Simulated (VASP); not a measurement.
Set up this calculation in VASP 6.6.1, as the native input.

* Task: single point
* Functional: LDA
* Potentials or basis: VASP PAW LDA potentials, release 64 (Al, Rh_pv)
* Cutoff: 520 eV
* k mesh: 16 × 16 × 16
* Occupations: gaussian, width 0.15 eV
* Spin: no spin polarisation
* Dipole correction: no
* Further INCAR settings: ALGO = Normal; EDIFF = 1e-07; NBANDS = 16

The structure of AlRh lies in POSCAR:

```
AlRh
1.0
    2.9773224700      0.0000000000      0.0000000000
    0.0000000000      2.9773224700      0.0000000000
    0.0000000000      0.0000000000      2.9773224700
Al Rh
1 1
Direct
    0.0000000000      0.0000000000      0.0000000000
    0.5000000000      0.5000000000      0.5000000000
```

These files were run (other wordings do the same):

INCAR

```
SYSTEM = AlRh
PREC     = Accurate       ! precision mode
ENCUT    = 520            ! plane-wave cutoff, eV
EDIFF    = 1E-7           ! SCF threshold, eV
ISMEAR   = 0              ! smearing method
SIGMA    = 0.15           ! smearing width, eV
LREAL    = .FALSE.        ! projectors in reciprocal space
LASPH    = .TRUE.         ! aspherical terms in the spheres
NELM     = 60             ! most SCF steps
ALGO     = Normal         ! electronic algorithm
ISIF     = 2              ! what is computed and relaxed
LWAVE    = .FALSE.        ! write WAVECAR
LCHARG   = .TRUE.         ! write CHGCAR
GGA      = CA             ! functional
LELF     = .TRUE.         ! ELF
LVHAR    = .TRUE.       
NBANDS   = 16             ! bands
```

KPOINTS

```
Automatic mesh
0
G
  16 16 16
  0 0 0
```

Potentials or basis: VASP PAW LDA potentials, release 64 (Al, Rh_pv).

The run is started by

```console
$ cat potpaw_LDA.64/Al/POTCAR potpaw_LDA.64/Rh_pv/POTCAR > POTCAR
$ mpirun -np 1 vasp_std > vasp.out
```

It gave:

| Property | Result |
| --- | --- |
| Pressure | -5.5 GPa |
| Band gap on the k mesh | zero (band 9 reaches 13.45 eV, above the bottom of band 10 at 10.90 eV) |

It took 30 s on 1 thread of Intel Xeon 6975P-C (shared host), peak memory 0.18 GiB.
